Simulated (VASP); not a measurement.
# NaF (Villiaumite) (Fm-3m) in VASP: notebook

The runs below take NaF (Villiaumite) through relaxation of cell and atoms, with r2SCAN.

Program: VASP 6.6.1. These are calculated values, not measurements. Logs are shortened: lines on timing, memory, paths and dates and some standing lists are left out, and cuts for length are marked.

### 1 The cell of the first run

It takes space group Fm-3m (No. 225, cubic). Conventional cell: a = 4.594 Å, b = 4.594 Å, c = 4.594 Å, α = 90.00°, β = 90.00°, γ = 90.00°. Within 3.0 Å of Na (site symmetry m-3m) lie 6 F at 2.30 Å. Within 3.0 Å of F (site symmetry m-3m) lie 6 Na at 2.30 Å.

### 2 Relaxation of cell and atoms, r2SCAN, target pressure 7 GPa, at which the enthalpy is minimised

POSCAR reads:

```
NaF
1.0
    2.2970715533      2.2970715533      0.0000000000
   -2.2970715533      2.2970715533      0.0000000000
    0.0000000000      2.2970715533      2.2970715533
Na F
1 1
Direct
    0.0000000000      0.0000000000      0.0000000000
    0.5000000000      0.5000000000      0.0000000000
```

INCAR.step1 reads:

```
SYSTEM = NaF
PREC = Accurate
ENCUT = 600
ISMEAR = 0
SIGMA = 0.01
LREAL = .FALSE.
LASPH = .TRUE.
NELM = 100
GGA = PE
ALGO = Normal
EDIFF = 1E-4
LWAVE = .TRUE.
LCHARG = .FALSE.
```

INCAR.step2 reads:

```
SYSTEM = NaF
PREC = Accurate
ENCUT = 600
EDIFF = 1E-6
ISMEAR = 0
SIGMA = 0.01
LREAL = .FALSE.
LASPH = .TRUE.
NELM = 100
ALGO = Normal
ISIF = 3
LWAVE = .FALSE.
LCHARG = .FALSE.
METAGGA = R2SCAN
LMIXTAU = .TRUE.
IBRION = 2
NSW = 100
EDIFFG = -0.002
PSTRESS = 70.0
ISTART = 1
```

KPOINTS reads:

```
Automatic mesh
0
G
  8 8 8
  0 0 0
```

Potentials or basis: VASP PAW PBE potentials, release 64 (Na_pv, F).

Started as:

```sh
$ cat potpaw_PBE.64/Na_pv/POTCAR potpaw_PBE.64/F/POTCAR > POTCAR
$ cp INCAR.step1 INCAR
$ mpirun -np 1 vasp_std > vasp.out
$ cp INCAR.step2 INCAR
$ mpirun -np 1 vasp_std > vasp.out
```

OUTCAR:

```text
SYSTEM = NaF
   PREC = Accurate
   ENCUT = 600
   EDIFF = 1E-6
   ISMEAR = 0
   LREAL = .FALSE.
   LASPH = .TRUE.
   NELM = 100
   ISIF = 3
   METAGGA = R2SCAN
   IBRION = 2
   NSW = 100
   EDIFFG = -0.002
   PSTRESS = 70.0
   ISTART = 1

 ion  position               nearest neighbor table
   1  0.000  0.000  0.000-   2 2.30   2 2.30   2 2.30   2 2.30   2 2.30   2 2.30
   2  0.500  0.500  0.000-   1 2.30   1 2.30   1 2.30   1 2.30   1 2.30   1 2.30

  LATTYP: Found a face centered cubic cell.
 ALAT       =     4.5941431066

  Lattice vectors:

 A1 = (   0.0000000000,   2.2970715533,   2.2970715533)
 A2 = (   2.2970715533,   0.0000000000,   2.2970715533)
 A3 = (   2.2970715533,   2.2970715533,   0.0000000000)

Analysis of symmetry for initial positions (statically):
=====================================================================
 Subroutine PRICEL returns:
 Original cell was already a primitive cell.

 Routine SETGRP: Setting up the symmetry group for a
 face centered cubic supercell.

 Subroutine GETGRP returns: Found 48 space group operations
 (whereof 48 operations were pure point group operations)
 out of a pool of 48 trial point group operations.

The static configuration has the point symmetry O_h .

Analysis of symmetry for dynamics (positions and initial velocities):
=====================================================================
 Subroutine PRICEL returns:
 Original cell was already a primitive cell.

 Routine SETGRP: Setting up the symmetry group for a
 face centered cubic supercell.

 Subroutine GETGRP returns: Found 48 space group operations
 (whereof 48 operations were pure point group operations)
 out of a pool of 48 trial point group operations.

The dynamic configuration has the point symmetry O_h .

 Subroutine INISYM returns: Found 48 space group operations
 (whereof 48 operations are pure point group operations),
 and found     1 'primitive' translations

----------------------------------------------------------------------------------------

                                     Primitive cell

  volume of cell :      24.2412

  direct lattice vectors                    reciprocal lattice vectors
     2.297071553  2.297071553  0.000000000     0.217668448  0.217668448 -0.217668448
    -2.297071553  2.297071553  0.000000000    -0.217668448  0.217668448 -0.217668448
     0.000000000  2.297071553  2.297071553     0.000000000  0.000000000  0.435336896

  length of vectors
     3.248549744  3.248549744  3.248549744     0.377012811  0.377012811  0.435336896

  position of ions in fractional coordinates (direct lattice)
     0.000000000  0.000000000  0.000000000
     0.500000000  0.500000000  0.000000000

  ion indices of the primitive-cell ions
   primitive index   ion index
                 1           1
                 2           2

[... 63 lines left out ...]
   ISTART =      1    job   : 0-new  1-cont  2-samecut
   ICHARG =      0    charge: 1-file 2-atom 10-const
   ISPIN  =      1    spin polarized calculation?
   LNONCOLLINEAR =      F non collinear calculations
   LSORBIT =      F    spin-orbit coupling
   LASPH  =      T    aspherical Exc in radial PAW
   ENCUT  =  600.0 eV  44.10 Ry    6.64 a.u.   6.49  6.49  6.49*2*pi/ulx,y,z
   NELM   =    100;   NELMIN=  2; NELMDL=  0     # of ELM steps
   EDIFF  = 0.1E-05   stopping-criterion for ELM
   LREAL  =      F    real-space projection
   EDIFFG = -.2E-02   stopping-criterion for IOM
   NSW    =    100    number of steps for IOM
   IBRION =      2    ionic relax: 0-MD 1-quasi-New 2-CG
   NFREE  =      1    steps in history (QN), initial steepest desc. (CG)
   ISIF   =      3    stress and relaxation
   ISYM   =      2    0-nonsym 1-usesym 2-fastsym
   POTIM  = 0.5000    time-step for ionic-motion
   TEBEG  =    0.0;   TEEND  =   0.0 temperature during run
   PSTRESS=   70.0 pullay stress
   NELECT =      14.0000    total number of electrons
   NUPDOWN=      -1.0000    fix difference up-down
   EMIN   =  10.00;   EMAX   =-10.00  energy-range for DOS
   EFERMI =   0.00;   METHOD = LEGACY
   ISMEAR =     0;   SIGMA  =   0.01  broadening in eV -4-tet -1-fermi 0-gaus
   EFERMI_NEDOS =   21; number of points for ismear=-14 and -15
   IALGO  =     38    algorithm
   IMIX   =      4    mixing-type and parameters
     AMIX     =   0.40;   BMIX     =  1.00
     AMIX_MAG =   1.60;   BMIX_MAG =  1.00
  volume/ion in A,a.u.               =      12.12        81.79
  Fermi-wavevector in a.u.,A,eV,Ry     =   1.363326  2.576312 25.288567  1.858657
  Thomas-Fermi vector in A             =   2.489738
   LORBIT       =      0    0 simple, 1 ext, 2 COOP (PROOUT), +10 PAW based schemes
   METAGGA = R2SCAN    functional components
   LHFCALC =     F    Hartree Fock is set to
   AEXX    =    0.0000 exact exchange contribution
   IVDW    =     0    specifies the selected vdW correction
   LEPSILON=     F    determine dielectric tensor
   LRPA    =     F    only Hartree local field effects (RPA)
 conjugate gradient relaxation of ions
 non-spin polarized calculation
 Gauss-broadening in eV      SIGMA  =   0.01
  energy-cutoff  :      600.00
  volume of cell :       24.24
 maximum number of plane-waves:       869
 NGX is ok and might be reduce to    28
   NGX = 13   NGY = 13   NGZ = 13

--------------------------------------- Ionic step        1  -------------------------------------------

 number of electron      14.0000002 magnetization

 Free energy of the ion-electron system (eV)
  ---------------------------------------------------
  ext. energy  EPLUGINS =         0.00000000
  ---------------------------------------------------
  free energy    TOTEN  =       -12.60615290 eV

  energy without entropy =      -12.60615290  energy(sigma->0) =      -12.60615290

 E-fermi :  -2.4621     XC(G=0):  -9.9130

 val. band max:       -2.6183007302   @ k =   0.0000   0.0000   0.0000
 cond. band min:       4.7031663298   @ k =   0.0000   0.0000   0.0000
 fundamental gap:      7.3214670600
 Fermi energy:        -2.4620857016

 k-point     1 :       0.0000    0.0000    0.0000
  band No.  band energies     occupation
      1     -22.9581      2.00000
      2     -22.0371      2.00000
      3     -22.0370      2.00000
      4     -22.0368      2.00000
      5      -2.6183      2.00000
      6      -2.6183      2.00000
      7      -2.6183      2.00000
      8       4.7032      0.00000
      9      17.3546      0.00000
     10      17.3551      0.00000
     11      17.3556      0.00000
[... 511 lines left out ...]
--------------------------------------- Ionic step        6  -------------------------------------------

 number of electron      14.0000002 magnetization

 Free energy of the ion-electron system (eV)
  ---------------------------------------------------
  ext. energy  EPLUGINS =         0.00000000
  ---------------------------------------------------
  free energy    TOTEN  =       -12.56648691 eV

  energy without entropy =      -12.56648691  energy(sigma->0) =      -12.56648691

 E-fermi :  -1.9845     XC(G=0): -10.5274

 val. band max:       -2.0895442826   @ k =   0.0000   0.0000   0.0000
 cond. band min:       5.9348431937   @ k =   0.0000   0.0000   0.0000
 fundamental gap:      8.0243874763
 Fermi energy:        -1.9845330863

 k-point     1 :       0.0000    0.0000    0.0000
  band No.  band energies     occupation
      1     -22.6380      2.00000
      2     -21.1846      2.00000
      3     -21.1844      2.00000
      4     -21.1843      2.00000
      5      -2.0896      2.00000
      6      -2.0896      2.00000
      7      -2.0895      2.00000
      8       5.9348      0.00000
      9      18.6905      0.00000
     10      18.6912      0.00000
     11      18.6918      0.00000
[... 355 lines left out ...]
  energy  without entropy=      -12.5664869064  energy(sigma->0) =      -12.56648691

  enthalpy is  TOTEN    =       -11.6189748820 eV   P V=        0.9475120244

 reached required accuracy - stopping structural energy minimisation
```

OUTCAR.step1:

```text
SYSTEM = NaF
   PREC = Accurate
   ENCUT = 600
   ISMEAR = 0
   LREAL = .FALSE.
   LASPH = .TRUE.
[... 558 lines left out ...]
      0.00000      0.00000      0.00000        -0.000000      0.000000      0.000000
      0.00000      2.29707      0.00000         0.000000     -0.000000      0.000000
 -----------------------------------------------------------------------------------
    total drift:                               -0.000000      0.000000     -0.000000

  FREE ENERGIE OF THE ION-ELECTRON SYSTEM (eV)
  ---------------------------------------------------
  free  energy   TOTEN  =        -8.5514084615 eV

  energy  without entropy=       -8.5514084615  energy(sigma->0) =       -8.55140846
```

OSZICAR.step1:

```text
N       E                     dE             d eps       ncg     rms          rms(c)
DAV:   1     0.123955051026E+03    0.12396E+03   -0.88935E+03   644   0.170E+03
DAV:   2    -0.221493513449E+01   -0.12617E+03   -0.11565E+03   691   0.397E+02
DAV:   3    -0.936531463681E+01   -0.71504E+01   -0.71301E+01   728   0.954E+01
DAV:   4    -0.944138288420E+01   -0.76068E-01   -0.76054E-01   704   0.102E+01
DAV:   5    -0.944217663280E+01   -0.79375E-03   -0.79374E-03   722   0.107E+00    0.542E+00
DAV:   6    -0.855985088036E+01    0.88233E+00   -0.37721E+00   777   0.191E+01    0.183E+00
DAV:   7    -0.854953151942E+01    0.10319E-01   -0.30621E-02   653   0.261E+00    0.105E+00
DAV:   8    -0.855067058906E+01   -0.11391E-02   -0.27867E-02   641   0.416E+00    0.121E-01
DAV:   9    -0.855148809680E+01   -0.81751E-03   -0.38628E-03   731   0.700E-01    0.855E-02
DAV:  10    -0.855140846146E+01    0.79635E-04   -0.52287E-04   662   0.343E-01
   1 F= -.85514085E+01 E0= -.85514085E+01  d E =-.133001E-49
```

Run time: 85 s. Hardware: 1 thread of Intel Xeon 6975P-C (Granite Rapids), shared host; peak memory 0.16 GiB.

What came out:

| Property | Result |
| --- | --- |
| Free energy | -12.5665 eV |
| Relaxed volume | 10.84 Å³/atom |
| Relaxed cell | a = 3.130 Å, b = 3.130 Å, c = 3.130 Å, α = 60.00°, β = 60.00°, γ = 90.00° |
| Space group after relaxing (to 0.05 Å) | Fm-3m (No. 225) |
| Energy change on relaxing (the enthalpy is what falls) | +19.8 meV/atom |
| Ionic steps | 6 |
| Pressure after relaxing | 7.0 GPa |
| Band gap on the k mesh | 8.02 eV, direct |

The path:
| step | energy change (eV) | largest force (eV/Å) | pressure (GPa) | volume (Å³) |
| --- | --- | --- | --- | --- |
| 1 | 0.0000 | 0.0000 | -0.70 | 24.24 |
| 2 | 0.0198 | 0.0000 | 4.59 | 22.25 |
| 3 | 0.0387 | 0.0000 | 6.90 | 21.71 |
| 4 | 0.0408 | 0.0000 | 7.14 | 21.66 |
| 5 | 0.0394 | 0.0000 | 6.96 | 21.69 |
| 6 | 0.0397 | 0.0000 | 7.02 | 21.69 |

Final structure:
```xyz
2
Lattice="2.2134 2.2134 0.0000 -2.2134 2.2134 0.0000 0.0000 2.2134 2.2134" Properties=species:S:1:pos:R:3 pbc="T T T"
Na    0.0000    0.0000    0.0000
F     0.0000    2.2134    0.0000
```

Levels at points of the mesh, in eV from the valence-band top:
| k point | band 4 | band 5 | band 6 | band 7 | band 8 | band 9 | band 10 | band 11 |
| --- | --- | --- | --- | --- | --- | --- | --- | --- |
| (0.00, 0.00, 0.00) | -19.09 | 0.00 | 0.00 | 0.00 | 8.02 | 20.78 | 20.78 | 20.78 |
| (0.50, 0.00, 0.00) | -18.51 | -1.87 | -0.35 | -0.35 | 12.56 | 14.67 | 23.00 | 23.00 |
| (0.50, 0.50, 0.00) | -19.17 | -1.48 | -0.47 | -0.47 | 14.39 | 15.32 | 16.32 | 23.06 |

Caveat: the cell is relaxed towards a set pressure, so the enthalpy falls and the energy may rise; the PAW data sets were made with another functional, which shifts forces and pressure a little. r2SCAN opens gaps a little over a GGA but as a rule still falls short of measured ones.

### 3 Relaxation of cell and atoms, r2SCAN, target pressure 10 GPa, at which the enthalpy is minimised

POSCAR is that of step 2.

INCAR.step1 reads:

```
PREC = Accurate ; ENCUT = 600
ISMEAR = 0 ; SIGMA = 0.01
LREAL = False ; LASPH = True
NELM = 100 ; GGA = PE
ALGO = Normal ; EDIFF = 1E-4
LWAVE = True ; LCHARG = False
```

INCAR.step2 reads:

```
PREC = Accurate ; ENCUT = 600
EDIFF = 1E-7 ; ISMEAR = 0
SIGMA = 0.01 ; LREAL = False
LASPH = True ; NELM = 100
ALGO = Normal ; ISIF = 3
LWAVE = False ; LCHARG = False
METAGGA = R2SCAN ; LMIXTAU = True
IBRION = 2 ; NSW = 100
EDIFFG = -0.002 ; PSTRESS = 100.0
ISTART = 1
```

KPOINTS reads:

```
Automatic mesh
0
Gamma
  8 8 8
```

Potentials or basis: VASP PAW PBE potentials, release 64 (Na_pv, F).

Started as:

```sh
$ cat potpaw_PBE.64/Na_pv/POTCAR potpaw_PBE.64/F/POTCAR > POTCAR
$ cp INCAR.step1 INCAR
$ mpirun -np 1 vasp_std > vasp.out
$ cp INCAR.step2 INCAR
$ mpirun -np 1 vasp_std > vasp.out
```

It took 74 s on 1 thread of Intel Xeon 6975P-C (Granite Rapids), shared host; peak memory 0.16 GiB.

Results (log left out):

```yaml
Free_energy: -12.5332 eV
Relaxed_volume: 10.52 Å³/atom
Relaxed_cell: a = 3.099 Å, b = 3.099 Å, c = 3.099 Å, α = 60.00°, β = 60.00°, γ = 90.00°
Space_group_after_relaxing_to_0.05_Å: Fm-3m (No. 225)
Energy_change_on_relaxing_the_enthalpy_is_what_falls: +36.5 meV/atom
Ionic_steps: 4
Pressure_after_relaxing: 10.0 GPa
Band_gap_on_the_k_mesh: 8.23 eV, direct
```

The path:
| step | energy change (eV) | largest force (eV/Å) | pressure (GPa) | volume (Å³) |
| --- | --- | --- | --- | --- |
| 1 | 0.0000 | 0.0000 | -0.75 | 24.24 |
| 2 | 0.0482 | 0.0000 | 7.89 | 21.50 |
| 3 | 0.0685 | 0.0000 | 9.65 | 21.12 |
| 4 | 0.0729 | 0.0000 | 9.99 | 21.05 |

Final structure:
```yaml
crystal:
  lattice:
    - [2.19143, 2.19143, 0.00000]
    - [-2.19143, 2.19143, 0.00000]
    - [0.00000, 2.19143, 2.19143]
  atoms:
    - { symbol: Na, position: [0.00000, 0.00000, 0.00000] }
    - { symbol: F, position: [0.50000, 0.50000, 0.00000] }
```

Levels at points of the mesh, in eV from the valence-band top:
| k point | band 4 | band 5 | band 6 | band 7 | band 8 | band 9 | band 10 | band 11 |
| --- | --- | --- | --- | --- | --- | --- | --- | --- |
| (0.00, 0.00, 0.00) | -19.01 | 0.00 | 0.00 | 0.00 | 8.23 | 20.99 | 20.99 | 21.00 |
| (0.50, 0.00, 0.00) | -18.41 | -1.95 | -0.37 | -0.37 | 12.78 | 14.95 | 23.35 | 23.35 |
| (0.50, 0.50, 0.00) | -19.10 | -1.53 | -0.48 | -0.48 | 14.49 | 15.61 | 16.67 | 23.51 |

Caveat: the cell is relaxed towards a set pressure, so the enthalpy falls and the energy may rise; the PAW data sets were made with another functional, which shifts forces and pressure a little.

### 4 Relaxation of cell and atoms, r2SCAN, target pressure 15 GPa, at which the enthalpy is minimised

POSCAR is that of step 3.

INCAR.step1 reads:

```
PREC = Accurate
ENCUT = 600
ISMEAR = 0
SIGMA = 0.01
LREAL = F
LASPH = T
NELM = 60
GGA = PE
ALGO = Normal
EDIFF = 1E-4
LWAVE = T
LCHARG = F
```

INCAR.step2 reads:

```
PREC = Accurate
ENCUT = 600
EDIFF = 1E-7
ISMEAR = 0
SIGMA = 0.01
LREAL = F
LASPH = T
NELM = 60
ALGO = Normal
ISIF = 3
LWAVE = F
LCHARG = F
METAGGA = R2SCAN
LMIXTAU = T
IBRION = 2
NSW = 100
EDIFFG = -0.002
PSTRESS = 150.0
ISTART = 1
```

KPOINTS reads:

```
regular mesh
0
Gamma
  8 8 8
```

Started as:

```sh
$ cat potpaw_PBE.64/Na_pv/POTCAR potpaw_PBE.64/F/POTCAR > POTCAR
$ cp INCAR.step1 INCAR
$ mpirun -np 1 vasp_std > vasp.out
$ cp INCAR.step2 INCAR
$ mpirun -np 1 vasp_std > vasp.out
```

Wall time 1.7 min (1 thread of Intel Xeon 6975P-C (Granite Rapids), shared host); peak memory 0.16 GiB.

It converged, with:

| Property | Result |
| --- | --- |
| Free energy | -12.4606 eV |
| Relaxed volume | 10.05 Å³/atom |
| Relaxed cell | a = 3.052 Å, b = 3.052 Å, c = 3.052 Å, α = 60.00°, β = 60.00°, γ = 90.00° |
| Space group after relaxing (to 0.05 Å) | Fm-3m (No. 225) |
| Energy change on relaxing (the enthalpy is what falls) | +72.8 meV/atom |
| Ionic steps | 6 |
| Pressure after relaxing | 15.0 GPa |
| Band gap on the k mesh | 8.57 eV, direct |

The path:
```tsv
step	energy change (eV)	largest force (eV/Å)	pressure (GPa)	volume (Å³)
1	0.0000	0.0000	-0.75	24.24
2	0.1275	0.0000	13.80	20.30
3	0.1438	0.0000	14.88	20.11
4	0.1510	0.0000	15.36	20.04
5	0.1448	0.0000	14.95	20.10
6	0.1455	0.0000	15.00	20.09
```

Final structure:
```yaml
crystal:
  lattice:
    - [2.15781, 2.15781, 0.00000]
    - [-2.15781, 2.15781, 0.00000]
    - [0.00000, 2.15781, 2.15781]
  atoms:
    - { symbol: Na, position: [0.00000, 0.00000, 0.00000] }
    - { symbol: F, position: [0.50000, 0.50000, 0.00000] }
```

Levels at points of the mesh, in eV from the valence-band top:
```
           k point  band 3  band 4  band 5  band 6  band 7  band 8  band 9  band 10  band 11
(0.00, 0.00, 0.00)  -18.90  -18.90    0.00    0.00    0.00    8.57   21.33    21.33    21.33
(0.50, 0.00, 0.00)  -18.92  -18.24   -2.07   -0.40   -0.40   13.12   15.41    23.92    23.92
(0.50, 0.50, 0.00)  -19.00  -19.00   -1.60   -0.51   -0.51   14.63   16.08    17.22    24.23
```

Caveat: the cell is relaxed towards a set pressure, so the enthalpy falls and the energy may rise; the volume moved by over 15 % at a fixed basis, so the end points are rough; the PAW data sets were made with another functional, which shifts forces and pressure a little. r2SCAN opens gaps a little over a GGA but as a rule still falls short of measured ones.

### 5 Overview

```tsv
cell	gap on the mesh (eV)	pressure (GPa)
relaxed to 7 GPa	8.02	7.0
relaxed to 10 GPa	8.23	10.0
relaxed to 15 GPa	8.57	15.0
```

Alike in all rows: task relaxation of cell and atoms; level r2SCAN; potentials or basis VASP PAW PBE potentials, release 64 (Na_pv, F); no spin polarisation; k mesh 8 × 8 × 8; cutoff (eV) 600; smearing gaussian 0.01 eV.

Caveats: the cell is relaxed towards a set pressure, so the enthalpy falls and the energy may rise; the PAW data sets were made with another functional, which shifts forces and pressure a little; the volume moved by over 15 % at a fixed basis, so the end points are rough (some runs).

Absolute energies hang on the potentials; compare differences alone.
